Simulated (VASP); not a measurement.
# Au (P2_1/m) in VASP: single point with PBEsol

Aim: the single point of Au with PBEsol.

Everything below comes from runs of VASP 6.6.1. Logs are shortened: lines on timing, memory, paths and dates and some standing lists are left out, and cuts for length are marked.

**1. The cell of the first run**

It takes space group P2_1/m (No. 11, monoclinic). The conventional cell has a = 2.823 Å, b = 4.893 Å, c = 2.920 Å, α = 90.00°, β = 118.91°, γ = 90.00°. Au (site symmetry m) has 12 Au at 2.82 to 3.07 Å within 3.7 Å.

**2. Single point, PBEsol (atom 1 (Au) moved by (-0.150, -0.150) A along x and y)**

INCAR reads:

```
SYSTEM = Au
  PREC = Accurate
  ENCUT = 520
  EDIFF = 1E-7
  ISMEAR = 0
  SIGMA = 0.15
  LREAL = .False.
  LASPH = .True.
  NELM = 80
  ALGO = Fast
  ISIF = 2
  LWAVE = .False.
  LCHARG = .False.
  GGA = PS
  NBANDS = 18
```

KPOINTS reads:

```
regular mesh
0
Gamma
  20 20 10
  0 0 0
```

POSCAR reads:

```
Au
1.0
    1.4113099650     -2.5559330250      0.0000000000
    1.4113099650      2.5559330250      0.0000000000
    0.0000000000      0.0000000000      4.8931696100
Au
2
Direct
    0.6415293444      0.2521864206      0.2500000000
    0.3346720300      0.6653279700      0.7500000000
```

Potentials or basis: VASP PAW PBE potentials, release 64 (Au).

Run with:

```console
cat potpaw_PBE.64/Au/POTCAR > POTCAR
mpirun -np 1 vasp_std > vasp.out
```

OUTCAR:

```text
SYSTEM = Au
   PREC = Accurate
   ENCUT = 520
   EDIFF = 1E-7
   ISMEAR = 0
   LREAL = .False.
   LASPH = .True.
   NELM = 80
   ISIF = 2
   GGA = PS

 ion  position               nearest neighbor table
   1  0.642  0.252  0.250-   2 2.84   2 2.84   2 2.99   2 2.99   2 3.07   2 3.07
   2  0.335  0.665  0.750-   1 2.84   1 2.84   1 2.99   1 2.99   1 3.07   1 3.07

  LATTYP: Found a base centered orthorhombic cell.
 ALAT       =     2.8226199300
 B/A-ratio  =     1.8110359088
 C/A-ratio  =     1.7335559627

  Lattice vectors:

 A1 = (   1.4113099650,  -2.5559330250,   0.0000000000)
 A2 = (   1.4113099650,   2.5559330250,   0.0000000000)
 A3 = (   0.0000000000,   0.0000000000,   4.8931696100)

Analysis of symmetry for initial positions (statically):
=====================================================================
 Subroutine PRICEL returns:
 Original cell was already a primitive cell.

 Routine SETGRP: Setting up the symmetry group for a
 base centered orthorhombic supercell.

 Subroutine GETGRP returns: Found  4 space group operations
 (whereof  1 operations were pure point group operations)
 out of a pool of  8 trial point group operations.

The static configuration has the point symmetry C_1 .
 The point group associated with its full space group is C_2h.

Analysis of symmetry for dynamics (positions and initial velocities):
=====================================================================
 Subroutine PRICEL returns:
 Original cell was already a primitive cell.

 Routine SETGRP: Setting up the symmetry group for a
 base centered orthorhombic supercell.

 Subroutine GETGRP returns: Found  4 space group operations
 (whereof  1 operations were pure point group operations)
 out of a pool of  8 trial point group operations.

The dynamic configuration has the point symmetry C_1 .
 The point group associated with its full space group is C_2h.

 Subroutine INISYM returns: Found  4 space group operations
 (whereof  1 operations are pure point group operations),
 and found     1 'primitive' translations

----------------------------------------------------------------------------------------

                                     Primitive cell

  volume of cell :      35.3014

  direct lattice vectors                    reciprocal lattice vectors
     1.411309965 -2.555933025  0.000000000     0.354280783 -0.195623279  0.000000000
     1.411309965  2.555933025  0.000000000     0.354280783  0.195623279  0.000000000
     0.000000000  0.000000000  4.893169610     0.000000000  0.000000000  0.204366511

  length of vectors
     2.919689957  2.919689957  4.893169610     0.404701545  0.404701545  0.204366511

  position of ions in fractional coordinates (direct lattice)
     0.641529344  0.252186421  0.250000000
     0.334672030  0.665327970  0.750000000

  ion indices of the primitive-cell ions
   primitive index   ion index
                 1           1
                 2           2

----------------------------------------------------------------------------------------

 KPOINTS: regular mesh

Automatic generation of k-mesh.
 Grid dimensions read from file:
 generate k-points for:   20   20   10

 Generating k-lattice:

  Cartesian coordinates                     Fractional coordinates (reciprocal lattice)
     0.017714039 -0.009781164  0.000000000     0.050000000  0.000000000  0.000000000
     0.017714039  0.009781164  0.000000000     0.000000000  0.050000000  0.000000000
     0.000000000  0.000000000  0.020436651     0.000000000  0.000000000  0.100000000

  Length of vectors
     0.020235077  0.020235077  0.020436651

  Shift w.r.t. Gamma in fractional coordinates (k-lattice)
     0.000000000  0.000000000  0.000000000

 Subroutine IBZKPT returns following result:
 ===========================================

 Found   1212 irreducible k-points:

 Following reciprocal coordinates:
            Coordinates               Weight
  0.000000  0.000000  0.000000      1.000000
  0.050000 -0.000000  0.000000      2.000000
 -0.000000  0.050000  0.000000      2.000000
  0.100000 -0.000000  0.000000      2.000000
 -0.000000  0.100000  0.000000      2.000000
  0.150000  0.000000  0.000000      2.000000
[... 16 lines left out ...]
  0.100000  0.050000  0.000000      2.000000
  0.050000  0.100000  0.000000      2.000000
 [... further k-points ...]
   k-points           NKPTS =   1212   k-points in BZ     NKDIM =   1212   number of bands    NBANDS=     18
   number of dos      NEDOS =    301   number of ions     NIONS =      2
   total plane-waves  NPLWV =  20736
   dimension x,y,z NGX =    24 NGY =   24 NGZ =   36
   dimension x,y,z NGXF=    48 NGYF=   48 NGZF=   72
   ions per type =               2
   NGX,Y,Z   is equivalent  to a cutoff of  13.67, 13.67, 12.23 a.u.
   NGXF,Y,Z  is equivalent  to a cutoff of  27.33, 27.33, 24.46 a.u.
 SYSTEM =  Au
   PREC   = accura    normal or accurate (medium, high low for compatibility)
   ISTART =      0    job   : 0-new  1-cont  2-samecut
   ICHARG =      2    charge: 1-file 2-atom 10-const
   ISPIN  =      1    spin polarized calculation?
   LNONCOLLINEAR =      F non collinear calculations
   LSORBIT =      F    spin-orbit coupling
   LASPH  =      T    aspherical Exc in radial PAW
   ENCUT  =  520.0 eV  38.22 Ry    6.18 a.u.   5.43  5.43  9.10*2*pi/ulx,y,z
   NELM   =     80;   NELMIN=  2; NELMDL= -5     # of ELM steps
   EDIFF  = 0.1E-06   stopping-criterion for ELM
   LREAL  =      F    real-space projection
   EDIFFG = 0.1E-05   stopping-criterion for IOM
   NSW    =      0    number of steps for IOM
   IBRION =     -1    ionic relax: 0-MD 1-quasi-New 2-CG
   NFREE  =      0    steps in history (QN), initial steepest desc. (CG)
   ISIF   =      2    stress and relaxation
   ISYM   =      2    0-nonsym 1-usesym 2-fastsym
   POTIM  = 0.5000    time-step for ionic-motion
   TEBEG  =    0.0;   TEEND  =   0.0 temperature during run
   PSTRESS=    0.0 pullay stress
   NELECT =      22.0000    total number of electrons
   NUPDOWN=      -1.0000    fix difference up-down
   EMIN   =  10.00;   EMAX   =-10.00  energy-range for DOS
   EFERMI =   0.00;   METHOD = LEGACY
   ISMEAR =     0;   SIGMA  =   0.15  broadening in eV -4-tet -1-fermi 0-gaus
   EFERMI_NEDOS =   21; number of points for ismear=-14 and -15
   IALGO  =     68    algorithm
   IMIX   =      4    mixing-type and parameters
     AMIX     =   0.40;   BMIX     =  1.00
     AMIX_MAG =   1.60;   BMIX_MAG =  1.00
  volume/ion in A,a.u.               =      17.65       119.11
  Fermi-wavevector in a.u.,A,eV,Ry     =   1.398358  2.642513 26.604898  1.955405
  Thomas-Fermi vector in A             =   2.521524
   LORBIT       =      0    0 simple, 1 ext, 2 COOP (PROOUT), +10 PAW based schemes
   GGA     = PS    functional components
   LHFCALC =     F    Hartree Fock is set to
   AEXX    =    0.0000 exact exchange contribution
   IVDW    =     0    specifies the selected vdW correction
   LEPSILON=     F    determine dielectric tensor
   LRPA    =     F    only Hartree local field effects (RPA)
 non-spin polarized calculation
 RMM-DIIS sequential band-by-band and
 Gauss-broadening in eV      SIGMA  =   0.15
  energy-cutoff  :      520.00
  volume of cell :       35.30
 maximum number of plane-waves:       968
 NGX is ok and might be reduce to    24
   NGX = 11   NGY = 11   NGZ = 19

 number of electron      21.9999997 magnetization

 Free energy of the ion-electron system (eV)
  ---------------------------------------------------
  ext. energy  EPLUGINS =         0.00000000
  ---------------------------------------------------
  free energy    TOTEN  =        -7.79419830 eV

  energy without entropy =       -7.78738148  energy(sigma->0) =       -7.79078989

 E-fermi :   8.6587     XC(G=0): -12.6725

 val. band max:        8.6561611688   @ k =   0.0500  -0.4000  -0.4000
 cond. band min:       8.6608929139   @ k =  -0.2500   0.1000   0.2000
 fundamental gap:      0.0047317451
 Fermi energy:         8.6586748433

 k-point     1 :       0.0000    0.0000    0.0000
  band No.  band energies     occupation
      1      -0.8553      2.00000
      2       1.5608      2.00000
      3       3.8688      2.00000
      4       4.0749      2.00000
      5       4.2653      2.00000
      6       4.5680      2.00000
[... 10 lines left out ...]
     17      26.7142      0.00000
     18      27.5723      0.00000

 k-point     2 :       0.0500   -0.0000    0.0000
  band No.  band energies     occupation
      1      -0.7751      2.00000
      2       1.6301      2.00000
      3       3.8723      2.00000
      4       4.1238      2.00000
      5       4.2923      2.00000
      6       4.5613      2.00000
[... 10 lines left out ...]
     17      26.2460      0.00000
     18      27.0174      0.00000

 k-point     3 :      -0.0000    0.0500    0.0000
  band No.  band energies     occupation
      1      -0.7743      2.00000
      2       1.6324      2.00000
      3       3.8632      2.00000
      4       4.1175      2.00000
      5       4.3098      2.00000
      6       4.5632      2.00000
[... 10 lines left out ...]
     17      26.2962      0.00000
     18      26.8720      0.00000

 k-point     4 :       0.1000   -0.0000    0.0000
  band No.  band energies     occupation
      1      -0.5384      2.00000
      2       1.8288      2.00000
      3       3.8658      2.00000
      4       4.2552      2.00000
      5       4.3428      2.00000
      6       4.5832      2.00000
[... 375 lines left out ...]
      4       4.2294      2.00000
      5       4.4288      2.00000
      6       4.5112      2.00000
[... 10 lines left out ...]
     17      25.6330      0.00000
     18      26.1825      0.00000

 k-point    23 :       0.1000    0.0500    0.0000
  band No.  band energies     occupation
      1      -0.2922      2.00000
      2       2.0373      2.00000
      3       3.8658      2.00000
      4       4.4320      2.00000
      5       4.4628      2.00000
      6       4.5489      2.00000
[... 10 lines left out ...]
     17      25.2848      0.00000
     18      26.6161      0.00000

 k-point    24 :       0.0500    0.1000    0.0000
  band No.  band energies     occupation
      1      -0.2887      2.00000
      2       2.0473      2.00000
      3       3.8331      2.00000
      4       4.3418      2.00000
      5       4.5424      2.00000
      6       4.6812      2.00000
[... 10 lines left out ...]
     17      25.4769      0.00000
     18      26.1465      0.00000

 [... further k-points ...]
[... 5 lines left out ...]
  --------------------------------------------------------------------------------------
  -------------------------------------------------------------------------------------
  Total       -0.8289958     -1.3914306     -1.0466299      0.0738042      0.0000000      0.0000000
  in kB      -37.6245020    -63.1509647    -47.5019660      3.3496491      0.0000000      0.0000000
  external PRESSURE =     -49.4258109 kB  Pullay stress =       0.0000000 kB

 VOLUME and BASIS-vectors are now :
 -----------------------------------------------------------------------------
  energy-cutoff  :      520.00
  volume of cell :       35.30
      direct lattice vectors                 reciprocal lattice vectors
     1.411309965 -2.555933025  0.000000000     0.354280783 -0.195623279  0.000000000
     1.411309965  2.555933025  0.000000000     0.354280783  0.195623279  0.000000000
     0.000000000  0.000000000  4.893169610     0.000000000  0.000000000  0.204366511

 POSITION                                       TOTAL-FORCE (eV/Angst)
 -----------------------------------------------------------------------------------
      1.26131     -0.99513      1.22329         0.108903      0.067858      0.000000
      1.41131      0.84513      3.66988        -0.108903     -0.067858     -0.000000
 -----------------------------------------------------------------------------------
    total drift:                                0.000001     -0.000002     -0.000000

  FREE ENERGIE OF THE ION-ELECTRON SYSTEM (eV)
  ---------------------------------------------------
  free  energy   TOTEN  =        -7.7941982963 eV

  energy  without entropy=       -7.7873814841  energy(sigma->0) =       -7.79078989
```

Wall time 17 min (1 thread of Oxide Virtual Turin-like, shared host); peak memory 0.64 GiB.

Results:

* Free energy: -7.7942 eV
* Pressure: -4.9 GPa
* Largest force: 0.128 eV/Å
* Band gap on the k mesh: zero (bands 11 and 12 overlap by 6.36 eV)

Forces in eV/Å, atoms in the order of the input:
```
Au   0.109  0.068  0.000
Au  -0.109 -0.068  0.000
```

Stress tensor (GPa, compression positive):
```
-3.76  0.33  0.00
 0.33 -6.32  0.00
 0.00  0.00 -4.75
```

Levels at points of the mesh, in eV from the Fermi level:
```tsv
k point	band 8	band 9	band 10	band 11	band 12	band 13	band 14	band 15
(0.00, 0.00, 0.00)	-3.54	-3.07	-2.46	-1.85	-1.06	2.46	14.70	15.56
(0.50, 0.00, 0.00)	-2.05	-1.73	-1.61	0.40	1.84	5.59	6.95	7.40
(0.00, 0.50, 0.00)	-1.99	-1.81	-1.54	0.90	1.44	6.23	6.76	8.33
(0.50, 0.50, 0.00)	-1.86	-1.77	-1.71	-0.01	1.45	5.06	6.18	7.11
(0.00, 0.00, 0.50)	-4.07	-2.57	-2.57	-2.49	-2.49	10.19	10.19	14.87
(0.50, 0.00, 0.50)	-2.35	-1.65	-1.65	0.79	0.79	3.96	3.96	12.70
(0.00, 0.50, 0.50)	-1.93	-1.63	-1.63	0.31	0.31	4.25	4.25	12.61
(0.50, 0.50, 0.50)	-2.57	-1.72	-1.72	0.59	0.59	3.28	3.28	13.07
```

Caveat: the cell differs from its parent crystal (atom 1 (Au) moved by (-0.150, -0.150) A along x and y); the cell stands under tension; the PAW data sets were made with another functional, which shifts forces and pressure a little; spin-orbit coupling is left out, which moves the levels of the heavy elements.
